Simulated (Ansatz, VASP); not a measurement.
**Two plane-wave programs on MgO**

```
Mg O
1.0
     0.00000    1.98949    1.98949
     1.98949    0.00000    1.98949
     1.98949    1.98949    0.00000
Mg O
1 1
Direct
  0.00000 0.00000 0.00000
  0.50000 0.50000 0.50000
```

Change from the starting cell: hydrostatic strain -5.4%.

Alike in both runs: task single point; functional HSE06; k mesh 8 × 8 × 8; no spin polarisation.

|  | VASP | Ansatz |
| --- | --- | --- |
| version | VASP 6.6.1 | Ansatz 0.2.0 |
| potentials or method | VASP PAW PBE potentials, release 64 (Mg, O) | plane waves, PAW |
| plane-wave cutoff (eV) | 520 | 420 |
| occupations | gaussian, width 0.01 eV | fixed |
| valence electrons in the cell | 8 | 16 |

|  | VASP | Ansatz | Ansatz less VASP |
| --- | --- | --- | --- |
| gap on the k mesh at the Fermi level (eV) | 8.45 | 8.49 | +0.042 |
| pressure (GPa) | 38.4 | 38.1 | -0.29 |

Both programs put the cell under a high pressure, so it lies far from rest at this level. VASP's potentials hold 8 valence electrons a cell and Ansatz's 16, so a difference there can come from the potentials and not from the codes. Ansatz's warnings: stress exchange threshold loose, stress scf threshold loose.
